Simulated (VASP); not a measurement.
# CdSe (F-43m) in VASP: notebook, part 2 of 2

VASP 6.6.1. Earlier steps stand in the parts before.

## Step 4: Single point, r2SCAN

This run uses another cell than the first one, of 30.10 Å³/atom, 1.040 times its volume.

Contents of POSCAR:

```
CdSe
1.0
    0.0000000000      3.1106739359      3.1106739359
    3.1106739359      0.0000000000      3.1106739359
    3.1106739359      3.1106739359      0.0000000000
Cd Se
1 1
Direct
    0.0000000000      0.0000000000      0.0000000000
    0.7500000000      0.7500000000      0.7500000000
```

Contents of INCAR.step1:

```
SYSTEM = CdSe
ALGO = Normal
EDIFF = 1E-4
ENCUT = 520
GGA = PE
ISMEAR = 0
LASPH = .True.
LCHARG = .False.
LREAL = .False.
LWAVE = .True.
NBANDS = 16
NELM = 100
PREC = Accurate
SIGMA = 0.01
```

Contents of INCAR.step2:

```
SYSTEM = CdSe
ALGO = Normal
EDIFF = 1E-6
ENCUT = 520
ISIF = 2
ISMEAR = 0
ISTART = 1
LASPH = .True.
LCHARG = .True.
LELF = .True.
LMIXTAU = .True.
LREAL = .False.
LVHAR = .True.
LWAVE = .False.
METAGGA = R2SCAN
NBANDS = 16
NELM = 100
PREC = Accurate
SIGMA = 0.01
```

Contents of KPOINTS:

```
k-points
0
Gamma
  6 6 6
  0 0 0
```

Potentials or basis: VASP PAW PBE potentials, release 64 (Cd, Se).

Started as:

```
$ cat potpaw_PBE.64/Cd/POTCAR potpaw_PBE.64/Se/POTCAR > POTCAR
$ cp INCAR.step1 INCAR
$ mpirun -np 1 vasp_std > vasp.out
$ cp INCAR.step2 INCAR
$ mpirun -np 1 vasp_std > vasp.out
```

OUTCAR:

```text
SYSTEM = CdSe
   EDIFF = 1E-6
   ENCUT = 520
   ISIF = 2
   ISMEAR = 0
   ISTART = 1
   LASPH = .True.
   LREAL = .False.
   METAGGA = R2SCAN
   NELM = 100
   PREC = Accurate

 ion  position               nearest neighbor table
   1  0.000  0.000  0.000-   2 2.69   2 2.69   2 2.69   2 2.69
   2  0.750  0.750  0.750-   1 2.69   1 2.69   1 2.69   1 2.69

  LATTYP: Found a face centered cubic cell.
 ALAT       =     6.2213478718

  Lattice vectors:

 A1 = (   0.0000000000,   3.1106739359,   3.1106739359)
 A2 = (   3.1106739359,   0.0000000000,   3.1106739359)
 A3 = (   3.1106739359,   3.1106739359,   0.0000000000)

Analysis of symmetry for initial positions (statically):
=====================================================================
 Subroutine PRICEL returns:
 Original cell was already a primitive cell.

 Routine SETGRP: Setting up the symmetry group for a
 face centered cubic supercell.

 Subroutine GETGRP returns: Found 24 space group operations
 (whereof 24 operations were pure point group operations)
 out of a pool of 48 trial point group operations.

The static configuration has the point symmetry T_d .

Analysis of symmetry for dynamics (positions and initial velocities):
=====================================================================
 Subroutine PRICEL returns:
 Original cell was already a primitive cell.

 Routine SETGRP: Setting up the symmetry group for a
 face centered cubic supercell.

 Subroutine GETGRP returns: Found 24 space group operations
 (whereof 24 operations were pure point group operations)
 out of a pool of 48 trial point group operations.

The dynamic configuration has the point symmetry T_d .

 Subroutine INISYM returns: Found 24 space group operations
 (whereof 24 operations are pure point group operations),
 and found     1 'primitive' translations

[... 103 lines left out ...]
   IMIX   =      4    mixing-type and parameters
     AMIX     =   0.40;   BMIX     =  1.00
     AMIX_MAG =   1.60;   BMIX_MAG =  1.00
  volume/ion in A,a.u.               =      30.10       203.12
  Fermi-wavevector in a.u.,A,eV,Ry     =   1.094715  2.068712 16.305243  1.198402
  Thomas-Fermi vector in A             =   2.231025
   LORBIT       =      0    0 simple, 1 ext, 2 COOP (PROOUT), +10 PAW based schemes
   METAGGA = R2SCAN    functional components
   LHFCALC =     F    Hartree Fock is set to
   AEXX    =    0.0000 exact exchange contribution
   IVDW    =     0    specifies the selected vdW correction
   LEPSILON=     F    determine dielectric tensor
   LRPA    =     F    only Hartree local field effects (RPA)
 non-spin polarized calculation
 Gauss-broadening in eV      SIGMA  =   0.01
  energy-cutoff  :      520.00
  volume of cell :       60.20
 maximum number of plane-waves:      1640
 NGX is ok and might be reduce to    36
   NGX = 17   NGY = 17   NGZ = 17

 number of electron      18.0000001 magnetization

 Free energy of the ion-electron system (eV)
  ---------------------------------------------------
  ext. energy  EPLUGINS =         0.00000000
  ---------------------------------------------------
  free energy    TOTEN  =       -35.90030716 eV

  energy without entropy =      -35.90030716  energy(sigma->0) =      -35.90030716

 E-fermi :   0.2308     XC(G=0):  -9.1060

 val. band max:        0.1292035379   @ k =   0.0000   0.0000   0.0000
 cond. band min:       1.0603883840   @ k =   0.0000   0.0000   0.0000
 fundamental gap:      0.9311848461
 Fermi energy:         0.2308220013

 k-point     1 :       0.0000    0.0000    0.0000
  band No.  band energies     occupation
      1     -12.5194      2.00000
      2      -7.8402      2.00000
      3      -7.8402      2.00000
      4      -7.8402      2.00000
      5      -7.5121      2.00000
      6      -7.5121      2.00000
[... 281 lines left out ...]
      3      -7.6611      2.00000
      4      -7.5657      2.00000
      5      -7.4878      2.00000
      6      -7.1201      2.00000
[... 8 lines left out ...]
     15      13.3319      0.00000
     16      13.4935      0.00000

------------------------ aborting loop because EDIFF is reached ----------------------------------------

  FORCE on cell =-STRESS in cart. coord.  units (eV):
  Direction    XX          YY          ZZ          XY          YZ          ZX
  --------------------------------------------------------------------------------------
  -------------------------------------------------------------------------------------
  Total       -0.6732842     -0.6732842     -0.6732842     -0.0000000      0.0000000     -0.0000000
  in kB      -17.9190720    -17.9190720    -17.9190720     -0.0000000      0.0000000     -0.0000000
  external PRESSURE =     -17.9190720 kB  Pullay stress =       0.0000000 kB

 VOLUME and BASIS-vectors are now :
 -----------------------------------------------------------------------------
  energy-cutoff  :      520.00
  volume of cell :       60.20
      direct lattice vectors                 reciprocal lattice vectors
     0.000000000  3.110673936  3.110673936    -0.160736873  0.160736873  0.160736873
     3.110673936  0.000000000  3.110673936     0.160736873 -0.160736873  0.160736873
     3.110673936  3.110673936  0.000000000     0.160736873  0.160736873 -0.160736873

 POSITION                                       TOTAL-FORCE (eV/Angst)
 -----------------------------------------------------------------------------------
      0.00000      0.00000      0.00000         0.000000      0.000000      0.000000
      4.66601      4.66601      4.66601        -0.000000     -0.000000     -0.000000
 -----------------------------------------------------------------------------------
    total drift:                               -0.000000     -0.000000     -0.000000

  FREE ENERGIE OF THE ION-ELECTRON SYSTEM (eV)
  ---------------------------------------------------
  free  energy   TOTEN  =       -35.9003071582 eV

  energy  without entropy=      -35.9003071582  energy(sigma->0) =      -35.90030716
```

OUTCAR.step1:

```text
SYSTEM = CdSe
   EDIFF = 1E-4
   ENCUT = 520
   GGA = PE
   ISMEAR = 0
   LASPH = .True.
   LREAL = .False.
[... 514 lines left out ...]
      0.00000      0.00000      0.00000         0.000000      0.000000      0.000000
      4.66601      4.66601      4.66601        -0.000000     -0.000000     -0.000000
 -----------------------------------------------------------------------------------
    total drift:                                0.000000      0.000000      0.000000

  FREE ENERGIE OF THE ION-ELECTRON SYSTEM (eV)
  ---------------------------------------------------
  free  energy   TOTEN  =        -5.4953309262 eV

  energy  without entropy=       -5.4953309262  energy(sigma->0) =       -5.49533093
```

OSZICAR.step1:

```text
N       E                     dE             d eps       ncg     rms          rms(c)
DAV:   1     0.107216216738E+03    0.10722E+03   -0.85192E+03   512   0.988E+02
DAV:   2    -0.178330786136E+01   -0.10900E+03   -0.10371E+03   608   0.247E+02
DAV:   3    -0.586717604546E+01   -0.40839E+01   -0.40770E+01   632   0.501E+01
DAV:   4    -0.588438642852E+01   -0.17210E-01   -0.17210E-01   632   0.320E+00
DAV:   5    -0.588449814873E+01   -0.11172E-03   -0.11172E-03   640   0.227E-01    0.540E+00
DAV:   6    -0.551488713665E+01    0.36961E+00   -0.56361E-01   736   0.847E+00    0.439E+00
DAV:   7    -0.549407938378E+01    0.20808E-01   -0.13317E-01   600   0.242E+00    0.194E+00
DAV:   8    -0.549501398732E+01   -0.93460E-03   -0.12034E-02   584   0.129E+00    0.239E-01
DAV:   9    -0.549525786481E+01   -0.24388E-03   -0.13151E-03   608   0.434E-01    0.505E-02
DAV:  10    -0.549533092624E+01   -0.73061E-04   -0.13641E-04   528   0.141E-01
   1 F= -.54953309E+01 E0= -.54953309E+01  d E =-.652828E-55
```

Wall time 47 s (1 thread of AMD EPYC 9R45 (Zen 5), shared host); peak memory 0.19 GiB.

What came out:

```yaml
Free_energy: -35.9003 eV
Pressure: -1.8 GPa
Band_gap_on_the_k_mesh: 0.93 eV, direct
```

Caveat: the PAW data sets were made with another functional, which shifts forces and pressure a little. r2SCAN opens gaps a little over a GGA but as a rule still falls short of measured ones.

## Step 5: Single point, r2SCAN

This run uses another cell than the first one, of 30.68 Å³/atom, 1.060 times its volume.

Contents of POSCAR:

```
CdSe
1.0
    0.0000000000      3.1304876799      3.1304876799
    3.1304876799      0.0000000000      3.1304876799
    3.1304876799      3.1304876799      0.0000000000
Cd Se
1 1
Direct
    0.0000000000      0.0000000000      0.0000000000
    0.7500000000      0.7500000000      0.7500000000
```

Contents of INCAR.step1:

```
SYSTEM = CdSe
ALGO     = Normal         ! electronic algorithm
EDIFF    = 1E-4           ! SCF threshold, eV
ENCUT    = 520            ! plane-wave cutoff, eV
GGA      = PE             ! functional
ISMEAR   = 0              ! smearing method
LASPH    = .True.         ! aspherical terms in the spheres
LCHARG   = .False.        ! write CHGCAR
LREAL    = .False.        ! projectors in reciprocal space
LWAVE    = .True.         ! write WAVECAR
NBANDS   = 16             ! bands
NELM     = 80             ! most SCF steps
PREC     = Accurate       ! precision mode
SIGMA    = 0.01           ! smearing width, eV
```

Contents of INCAR.step2:

```
SYSTEM = CdSe
ALGO     = Normal         ! electronic algorithm
EDIFF    = 1E-6           ! SCF threshold, eV
ENCUT    = 520            ! plane-wave cutoff, eV
ISIF     = 2              ! what is computed and relaxed
ISMEAR   = 0              ! smearing method
ISTART   = 1            
LASPH    = .True.         ! aspherical terms in the spheres
LCHARG   = .False.        ! write CHGCAR
LMIXTAU  = .True.       
LREAL    = .False.        ! projectors in reciprocal space
LWAVE    = .False.        ! write WAVECAR
METAGGA  = R2SCAN         ! meta-GGA
NBANDS   = 16             ! bands
NELM     = 80             ! most SCF steps
PREC     = Accurate       ! precision mode
SIGMA    = 0.01           ! smearing width, eV
```

KPOINTS is that of step 4.

Started as:

```
$ cat potpaw_PBE.64/Cd/POTCAR potpaw_PBE.64/Se/POTCAR > POTCAR
$ cp INCAR.step1 INCAR
$ mpirun -np 1 vasp_std > vasp.out
$ cp INCAR.step2 INCAR
$ mpirun -np 1 vasp_std > vasp.out
```

Wall time 46 s (1 thread of AMD EPYC 9R45 (Zen 5), shared host); peak memory 0.19 GiB.

The run converged. Its results:

```
Free energy            : -35.8845 eV
Pressure               : -2.6 GPa
Band gap on the k mesh : 0.89 eV, direct
```

Levels at points of the mesh, in eV from the valence-band top:
```csv
k point,band 5,band 6,band 7,band 8,band 9,band 10,band 11,band 12,band 13,band 14
"(0.00, 0.00, 0.00)",-7.61,-7.61,0.00,0.00,0.00,0.89,6.45,6.45,6.45,9.91
"(0.50, 0.00, 0.00)",-7.60,-7.37,-3.93,-0.64,-0.64,2.73,6.89,6.89,7.54,10.28
"(0.50, 0.50, 0.00)",-7.57,-7.31,-3.70,-1.60,-1.60,3.59,4.04,9.25,10.42,10.42
```

Caveat: the PAW data sets were made with another functional, which shifts forces and pressure a little. r2SCAN opens gaps a little over a GGA but as a rule still falls short of measured ones.

## Step 6: The runs side by side

| cell | gap on the mesh (eV) | pressure (GPa) |
| --- | --- | --- |
| a = 4.342 Å, angles 60.0°, 2 atoms | 1.02 | 0.1 |
| a = 4.371 Å, angles 60.0°, 2 atoms | 0.98 | -0.9 |
| a = 4.399 Å, angles 60.0°, 2 atoms | 0.93 | -1.8 |
| a = 4.427 Å, angles 60.0°, 2 atoms | 0.89 | -2.6 |

Alike in all rows: task single point; level r2SCAN; potentials or basis VASP PAW PBE potentials, release 64 (Cd, Se); no spin polarisation; k mesh 6 × 6 × 6; cutoff (eV) 520; smearing gaussian 0.01 eV.

Caveats: the PAW data sets were made with another functional, which shifts forces and pressure a little.

Total energies depend on the potentials used, so only differences within one code and one set of settings carry meaning.
